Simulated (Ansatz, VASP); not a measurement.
**Mg in VASP and in Ansatz**

```
Mg
1.0
     4.43656    0.00000    0.00000
    -2.21828    3.84217    0.00000
     0.00000    0.00000    3.78182
Mg
3
Direct
  0.33333 0.66667 0.50000
  0.00000 0.00000 0.00000
  0.66667 0.33333 0.50000
```

Alike in both runs: task relaxation of cell and atoms; functional PBE; k mesh 6 × 6 × 4; occupations gaussian, width 0.1 eV; no spin polarisation.

```csv
,VASP,Ansatz
version,VASP 6.6.1,Ansatz 0.2.0
potentials or method,"VASP PAW PBE potentials, release 64 (Mg), cutoff 600 eV","scalar-relativistic, plane waves, PAW"
valence electrons in the cell,6,30
```

Ansatz gave:

- gap on the k mesh at the Fermi level, each at its own relaxed structure (eV): none
- relaxed volume (Å³/atom): 23.14
- relaxed length of the cell vector where the two differ most in proportion (Å): 3.123

**Question.** What did VASP give for the same quantities?

**Answer.** gap on the k mesh at the Fermi level, each at its own relaxed structure (eV): none; relaxed volume (Å³/atom): 23.12; relaxed length of the cell vector where the two differ most in proportion (Å): 3.105.

A gap of «none» marks a metal or a gap that the smearing closes. VASP's potentials hold 6 valence electrons a cell and Ansatz's 30, so a difference there can come from the potentials and not from the codes.

The k mesh is coarse, so the values compare programs but aren't converged.
